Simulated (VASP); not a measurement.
# Rh (I4/mmm) in VASP: a series of runs

The runs below take Rh through single point, with LDA.

Everything below comes from runs of VASP 6.6.1. Logs are shortened: lines on timing, memory, paths and dates and some standing lists are left out, and cuts for length are marked.

### 1 The cell of the first run

The structure is tetragonal, space group I4/mmm (No. 139). Conventional cell: a = 2.690 Å, b = 2.690 Å, c = 3.754 Å, α = 90.00°, β = 90.00°, γ = 90.00°. Rh (site symmetry 4/mmm) has 12 Rh at 2.67 to 2.69 Å within 3.5 Å.

### 2 Single point, LDA

Contents of INCAR:

```
SYSTEM = Rh
PREC = Accurate
ENCUT = 520
EDIFF = 1E-6
ISMEAR = 0
SIGMA = 0.15
LREAL = .FALSE.
LASPH = .TRUE.
NELM = 80
ALGO = Normal
ISIF = 2
LWAVE = .FALSE.
LCHARG = .FALSE.
NBANDS = 14
```

Contents of KPOINTS:

```
Automatic mesh
0
G
  20 20 20
  0 0 0
```

Contents of POSCAR:

```
Rh
1.0
    0.0000000000      1.9019998307      1.8770352617
    1.9019998307      0.0000000000      1.8770352617
    1.9019998307      1.9019998307      0.0000000000
Rh
1
Direct
    0.0000000000      0.0000000000      0.0000000000
```

Potentials or basis: VASP PAW LDA potentials, release 64 (Rh_pv).

Started as:

```bash
cat potpaw_LDA.64/Rh_pv/POTCAR > POTCAR
mpirun -np 1 vasp_std > vasp.out
```

OUTCAR:

```text
SYSTEM = Rh
   PREC = Accurate
   ENCUT = 520
   EDIFF = 1E-6
   ISMEAR = 0
   LREAL = .FALSE.
   LASPH = .TRUE.
   NELM = 80
   ISIF = 2

 ion  position               nearest neighbor table
   1  0.000  0.000  0.000-

  LATTYP: Found a body centered tetragonal cell.
 ALAT       =     2.6898339562
 C/A-ratio  =     1.3956513988

  Lattice vectors:

 A1 = (   0.0000000000,  -1.9019998307,  -1.8770352617)
 A2 = (   0.0000000000,   1.9019998307,  -1.8770352617)
 A3 = (   1.9019998307,   0.0000000000,   1.8770352617)

Analysis of symmetry for initial positions (statically):
=====================================================================
 Subroutine PRICEL returns:
 Original cell was already a primitive cell.

 Routine SETGRP: Setting up the symmetry group for a
 body centered tetragonal supercell.

 Subroutine GETGRP returns: Found 16 space group operations
 (whereof 16 operations were pure point group operations)
 out of a pool of 16 trial point group operations.

The static configuration has the point symmetry D_4h.

Analysis of symmetry for dynamics (positions and initial velocities):
=====================================================================
 Subroutine PRICEL returns:
 Original cell was already a primitive cell.

 Routine SETGRP: Setting up the symmetry group for a
 body centered tetragonal supercell.

 Subroutine GETGRP returns: Found 16 space group operations
 (whereof 16 operations were pure point group operations)
 out of a pool of 16 trial point group operations.

The dynamic configuration has the point symmetry D_4h.

 Subroutine INISYM returns: Found 16 space group operations
 (whereof 16 operations are pure point group operations),
 and found     1 'primitive' translations

----------------------------------------------------------------------------------------

                                     Primitive cell

  volume of cell :      13.5807

  direct lattice vectors                    reciprocal lattice vectors
     0.000000000  1.901999831  1.877035262    -0.262881201  0.262881201  0.266377521
     1.901999831  0.000000000  1.877035262     0.262881201 -0.262881201  0.266377521
     1.901999831  1.901999831  0.000000000     0.262881201  0.262881201 -0.266377521

  length of vectors
     2.672239647  2.672239647  2.689833956     0.457351107  0.457351107  0.457351107

  position of ions in fractional coordinates (direct lattice)
     0.000000000  0.000000000  0.000000000

  ion indices of the primitive-cell ions
   primitive index   ion index
                 1           1

----------------------------------------------------------------------------------------

 KPOINTS: Automatic mesh

Automatic generation of k-mesh.
 Grid dimensions read from file:
 generate k-points for:   20   20   20

 Generating k-lattice:

  Cartesian coordinates                     Fractional coordinates (reciprocal lattice)
    -0.013144060  0.013144060  0.013318876     0.050000000  0.000000000  0.000000000
     0.013144060 -0.013144060  0.013318876     0.000000000  0.050000000  0.000000000
     0.013144060  0.013144060 -0.013318876     0.000000000  0.000000000  0.050000000

  Length of vectors
     0.022867555  0.022867555  0.022867555

  Shift w.r.t. Gamma in fractional coordinates (k-lattice)
     0.000000000  0.000000000  0.000000000

 Subroutine IBZKPT returns following result:
 ===========================================

 Found    641 irreducible k-points:

 Following reciprocal coordinates:
            Coordinates               Weight
  0.000000  0.000000  0.000000      1.000000
  0.050000  0.000000  0.000000      8.000000
  0.100000  0.000000  0.000000      8.000000
  0.150000  0.000000  0.000000      8.000000
  0.200000  0.000000  0.000000      8.000000
  0.250000 -0.000000  0.000000      8.000000
[... 16 lines left out ...]
 -0.400000  0.050000  0.000000      8.000000
 -0.350000  0.050000  0.000000      8.000000
 [... further k-points ...]
   k-points           NKPTS =    641   k-points in BZ     NKDIM =    641   number of bands    NBANDS=     14
   number of dos      NEDOS =    301   number of ions     NIONS =      1
   total plane-waves  NPLWV =   8000
   dimension x,y,z NGX =    20 NGY =   20 NGZ =   20
   dimension x,y,z NGXF=    40 NGYF=   40 NGZF=   40
   ions per type =               1
   NGX,Y,Z   is equivalent  to a cutoff of  12.44, 12.44, 12.36 a.u.
   NGXF,Y,Z  is equivalent  to a cutoff of  24.88, 24.88, 24.72 a.u.
 SYSTEM =  Rh
   PREC   = accura    normal or accurate (medium, high low for compatibility)
   ISTART =      0    job   : 0-new  1-cont  2-samecut
   ICHARG =      2    charge: 1-file 2-atom 10-const
   ISPIN  =      1    spin polarized calculation?
   LNONCOLLINEAR =      F non collinear calculations
   LSORBIT =      F    spin-orbit coupling
   LASPH  =      T    aspherical Exc in radial PAW
   ENCUT  =  520.0 eV  38.22 Ry    6.18 a.u.   4.97  4.97  5.00*2*pi/ulx,y,z
   NELM   =     80;   NELMIN=  2; NELMDL= -5     # of ELM steps
   EDIFF  = 0.1E-05   stopping-criterion for ELM
   LREAL  =      F    real-space projection
   EDIFFG = 0.1E-04   stopping-criterion for IOM
   NSW    =      0    number of steps for IOM
   IBRION =     -1    ionic relax: 0-MD 1-quasi-New 2-CG
   NFREE  =      0    steps in history (QN), initial steepest desc. (CG)
   ISIF   =      2    stress and relaxation
   ISYM   =      2    0-nonsym 1-usesym 2-fastsym
   POTIM  = 0.5000    time-step for ionic-motion
   TEBEG  =    0.0;   TEEND  =   0.0 temperature during run
   PSTRESS=    0.0 pullay stress
   NELECT =      15.0000    total number of electrons
   NUPDOWN=      -1.0000    fix difference up-down
   EMIN   =  10.00;   EMAX   =-10.00  energy-range for DOS
   EFERMI =   0.00;   METHOD = LEGACY
   ISMEAR =     0;   SIGMA  =   0.15  broadening in eV -4-tet -1-fermi 0-gaus
   EFERMI_NEDOS =   21; number of points for ismear=-14 and -15
   IALGO  =     38    algorithm
   IMIX   =      4    mixing-type and parameters
     AMIX     =   0.40;   BMIX     =  1.00
     AMIX_MAG =   1.60;   BMIX_MAG =  1.00
  volume/ion in A,a.u.               =      13.58        91.65
  Fermi-wavevector in a.u.,A,eV,Ry     =   1.692248  3.197886 38.963070  2.863705
  Thomas-Fermi vector in A             =   2.773869
   LORBIT       =      0    0 simple, 1 ext, 2 COOP (PROOUT), +10 PAW based schemes
   GGA     = CA    functional components
   LHFCALC =     F    Hartree Fock is set to
   AEXX    =    0.0000 exact exchange contribution
   IVDW    =     0    specifies the selected vdW correction
   LEPSILON=     F    determine dielectric tensor
   LRPA    =     F    only Hartree local field effects (RPA)
 non-spin polarized calculation
 Gauss-broadening in eV      SIGMA  =   0.15
  energy-cutoff  :      520.00
  volume of cell :       13.58
 maximum number of plane-waves:       380
   NGX =  9   NGY =  9   NGZ =  9

 number of electron      15.0000007 magnetization

 Free energy of the ion-electron system (eV)
  ---------------------------------------------------
  ext. energy  EPLUGINS =         0.00000000
  ---------------------------------------------------
  free energy    TOTEN  =        -8.68285117 eV

  energy without entropy =       -8.66957797  energy(sigma->0) =       -8.67621457

 E-fermi :  11.9380     XC(G=0): -14.4301

 val. band max:       11.9337560901   @ k =  -0.3500   0.0500   0.2500
 cond. band min:      11.9386977630   @ k =   0.3500   0.0500   0.0000
 fundamental gap:      0.0049416729
 Fermi energy:        11.9379557287

 k-point     1 :       0.0000    0.0000    0.0000
  band No.  band energies     occupation
      1     -34.2496      2.00000
      2     -34.2496      2.00000
      3     -34.2413      2.00000
      4       3.8177      2.00000
      5       8.7219      2.00000
      6       8.7219      2.00000
      7       8.8661      2.00000
      8      10.8474      2.00000
      9      11.0245      2.00000
     10      27.8801      0.00000
     11      32.2538      0.00000
     12      33.2157      0.00000
     13      33.2157      0.00000
     14      33.6318      0.00000

 k-point     2 :       0.0500    0.0000    0.0000
  band No.  band energies     occupation
      1     -34.2673      2.00000
      2     -34.2524      2.00000
      3     -34.2459      2.00000
      4       3.9203      2.00000
      5       8.6968      2.00000
      6       8.7627      2.00000
      7       8.8853      2.00000
      8      10.8258      2.00000
      9      10.9991      2.00000
     10      28.0326      0.00000
     11      32.2528      0.00000
     12      32.7529      0.00000
     13      33.3673      0.00000
     14      33.6777      0.00000

 k-point     3 :       0.1000    0.0000    0.0000
  band No.  band energies     occupation
      1     -34.3239      2.00000
      2     -34.2607      2.00000
      3     -34.2536      2.00000
      4       4.2175      2.00000
      5       8.5934      2.00000
      6       8.8720      2.00000
      7       8.9785      2.00000
      8      10.7772      2.00000
      9      10.9380      2.00000
     10      28.4514      0.00000
     11      31.5308      0.00000
     12      32.2559      0.00000
     13      33.8107      0.00000
     14      34.0942      0.00000

 k-point     4 :       0.1500    0.0000    0.0000
  band No.  band energies     occupation
      1     -34.4122      2.00000
      2     -34.2735      2.00000
      3     -34.2648      2.00000
      4       4.6707      2.00000
      5       8.4619      2.00000
      6       9.0063      2.00000
      7       9.1139      2.00000
      8      10.7527      2.00000
      9      10.8887      2.00000
     10      29.0030      0.00000
     11      30.1100      0.00000
     12      32.2545      0.00000
     13      34.5110      0.00000
     14      34.7890      0.00000

 k-point     5 :       0.2000    0.0000    0.0000
  band No.  band energies     occupation
      1     -34.5224      2.00000
      2     -34.2895      2.00000
      3     -34.2788      2.00000
      4       5.1926      2.00000
      5       8.4198      2.00000
      6       9.0923      2.00000
      7       9.2138      2.00000
      8      10.8322      2.00000
      9      10.9288      2.00000
     10      28.5891      0.00000
     11      29.5051      0.00000
[... 276 lines left out ...]
 k-point    22 :      -0.4500    0.0500    0.0000
  band No.  band energies     occupation
      1     -35.0105      2.00000
      2     -34.3645      2.00000
      3     -34.3591      2.00000
      4       5.7518      2.00000
      5       8.6991      2.00000
      6       8.7229      2.00000
      7      11.5499      1.99975
      8      12.4511      0.00000
      9      13.4747      0.00000
     10      20.8678      0.00000
     11      27.5898      0.00000
     12      32.2540      0.00000
     13      32.9231      0.00000
     14      33.2410      0.00000

 k-point    23 :      -0.4000    0.0500    0.0000
  band No.  band energies     occupation
      1     -34.9684      2.00000
      2     -34.3566      2.00000
      3     -34.3548      2.00000
      4       5.8073      2.00000
      5       8.7538      2.00000
      6       8.7952      2.00000
      7      11.0924      2.00000
      8      12.1601      0.03625
      9      13.0022      0.00000
     10      21.9153      0.00000
     11      27.8577      0.00000
     12      32.2541      0.00000
     13      33.1704      0.00000
     14      34.0172      0.00000

 k-point    24 :      -0.3500    0.0500    0.0000
  band No.  band energies     occupation
      1     -34.8948      2.00000
      2     -34.3492      2.00000
      3     -34.3408      2.00000
      4       5.8834      2.00000
      5       8.8560      2.00000
      6       8.9106      2.00000
      7      10.2737      2.00000
      8      11.7548      1.91576
      9      12.4837      0.00000
     10      23.4131      0.00000
     11      28.3361      0.00000
     12      32.2542      0.00000
     13      33.7592      0.00000
     14      35.1934      0.00000

 [... further k-points ...]

------------------------ aborting loop because EDIFF is reached ----------------------------------------

  FORCE on cell =-STRESS in cart. coord.  units (eV):
  Direction    XX          YY          ZZ          XY          YZ          ZX
  --------------------------------------------------------------------------------------
  -------------------------------------------------------------------------------------
  Total       -0.6858318     -0.6858318     -0.4081759      0.0000000     -0.0000000     -0.0000000
  in kB      -80.9104856    -80.9104856    -48.1542463      0.0000000     -0.0000000     -0.0000000
  external PRESSURE =     -69.9917391 kB  Pullay stress =       0.0000000 kB

 VOLUME and BASIS-vectors are now :
 -----------------------------------------------------------------------------
  energy-cutoff  :      520.00
  volume of cell :       13.58
      direct lattice vectors                 reciprocal lattice vectors
     0.000000000  1.901999831  1.877035262    -0.262881201  0.262881201  0.266377521
     1.901999831  0.000000000  1.877035262     0.262881201 -0.262881201  0.266377521
     1.901999831  1.901999831  0.000000000     0.262881201  0.262881201 -0.266377521

 POSITION                                       TOTAL-FORCE (eV/Angst)
 -----------------------------------------------------------------------------------
      0.00000      0.00000      0.00000        -0.000000      0.000000      0.000000
 -----------------------------------------------------------------------------------
    total drift:                                0.000000     -0.000000      0.000000

  FREE ENERGIE OF THE ION-ELECTRON SYSTEM (eV)
  ---------------------------------------------------
  free  energy   TOTEN  =        -8.6828511733 eV

  energy  without entropy=       -8.6695779661  energy(sigma->0) =       -8.67621457
```

Run time: 66 s. Hardware: 1 thread of Intel Xeon Platinum 8259CL at 2.50GHz (Skylake/Cascade Lake), shared host; peak memory 0.21 GiB.

What came out:

| Item | Value |
| --- | --- |
| Free energy | -8.6829 eV |
| Pressure | -7.0 GPa |
| Band gap on the k mesh | zero (an odd number of electrons rules out a gap without spin polarisation) |

Levels at points of the mesh, in eV from the Fermi level:
| k point | band 5 | band 6 | band 7 | band 8 | band 9 | band 10 |
| --- | --- | --- | --- | --- | --- | --- |
| (0.00, 0.00, 0.00) | -3.22 | -3.22 | -3.07 | -1.09 | -0.91 | 15.94 |
| (0.50, 0.00, 0.00) | -3.31 | -3.16 | 0.56 | 0.63 | 0.68 | 8.71 |
| (0.50, 0.50, 0.00) | -6.11 | 0.57 | 1.02 | 1.02 | 3.41 | 12.65 |
| (0.50, 0.00, 0.50) | -6.09 | 0.58 | 0.95 | 1.07 | 3.12 | 12.27 |

Caveat: the cell stands under tension.

[end of part 1 of 2]
